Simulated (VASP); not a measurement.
A run of VASP 6.6.1 is set up as follows.

INCAR

```
SYSTEM = BiTe
PREC = Accurate
ENCUT = 520
EDIFF = 1E-8
ISMEAR = -1
SIGMA = 0.03
LREAL = .False.
LASPH = .True.
NELM = 100
ALGO = Normal
ISIF = 2
LWAVE = .False.
LCHARG = .False.
GGA = PE
LEFG = .True.
NBANDS = 18
```

File KPOINTS:

```
Automatic mesh
0
Gamma
  10 10 10
  0 0 0
```

POSCAR

```
BiTe
1.0
    0.0000000000      3.2984474805      3.2984474805
    3.2984474805      0.0000000000      3.2984474805
    3.2984474805      3.2984474805      0.0000000000
Bi Te
1 1
Direct
    0.0000000000      0.0000000000      0.0000000000
    0.5000000000      0.5000000000      0.5000000000
```

Potentials or basis: VASP PAW PBE potentials, release 64 (Bi_d, Te).

The run is started by

```console
$ cat potpaw_PBE.64/Bi_d/POTCAR potpaw_PBE.64/Te/POTCAR > POTCAR
$ mpirun -np 1 vasp_std > vasp.out
```

Q: Estimate the pressure.

A: -1.8 GPa.

Caveat: without QUAD_EFG the Cq values of the log hold for a quadrupole moment of 1 mb, not for the nuclei.
